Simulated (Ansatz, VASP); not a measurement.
CuSi16: VASP beside Ansatz

```
Si Cu
1.0
     0.00000    5.43000    5.43000
     5.43000    0.00000    5.43000
     5.43000    5.43000    0.00000
Si Cu
16 1
Direct
  0.00035 0.99981 0.99957
  0.12489 0.12461 0.12447
  0.00053 0.00090 0.49906
  0.12498 0.12466 0.62543
  0.00040 0.49919 0.00093
  0.12496 0.62563 0.12450
  0.00082 0.49923 0.49908
  0.12920 0.62357 0.62350
  0.49946 0.00049 0.00064
  0.62611 0.12460 0.12446
  0.49955 0.00085 0.49905
  0.62318 0.13071 0.62296
  0.49953 0.49919 0.00088
  0.62292 0.62277 0.13142
  0.49928 0.50038 0.50090
  0.62366 0.62349 0.62342
  0.74750 0.75132 0.75310
```

Alike in both runs: functional PBEsol; k mesh 2 × 2 × 2; occupations gaussian, width 0.05 eV; collinear spin.

Ansatz relaxed the structure, and its values are those at the end. VASP's run is a single point on that final structure, the one shown.

```csv
,VASP,Ansatz
version,VASP 6.6.1,Ansatz 0.2.0
potentials or method,"VASP PAW PBE potentials, release 64 (Si, Cu), cutoff 520 eV","scalar-relativistic, plane waves, PAW"
valence electrons in the cell,75,83
```

VASP gave:

```
rms of the force components (eV/Å) : 0.012
net moment per atom (μB)           : 0.00
```

Task: What did Ansatz give for the same quantities?

Result: rms of the force components (eV/Å): 0.007; net moment per atom (μB): 0.00.

VASP's potentials were made for PBE, not for PBEsol, and Ansatz warns of the same on its side. With one functional, cell and mesh, what is left measures potentials, basis and numerics. VASP's potentials hold 75 valence electrons a cell and Ansatz's 83, so a difference there can come from the potentials and not from the codes. Ansatz's warnings: seeded moment not kept.

The k mesh is coarse, so the values compare programs but aren't converged.
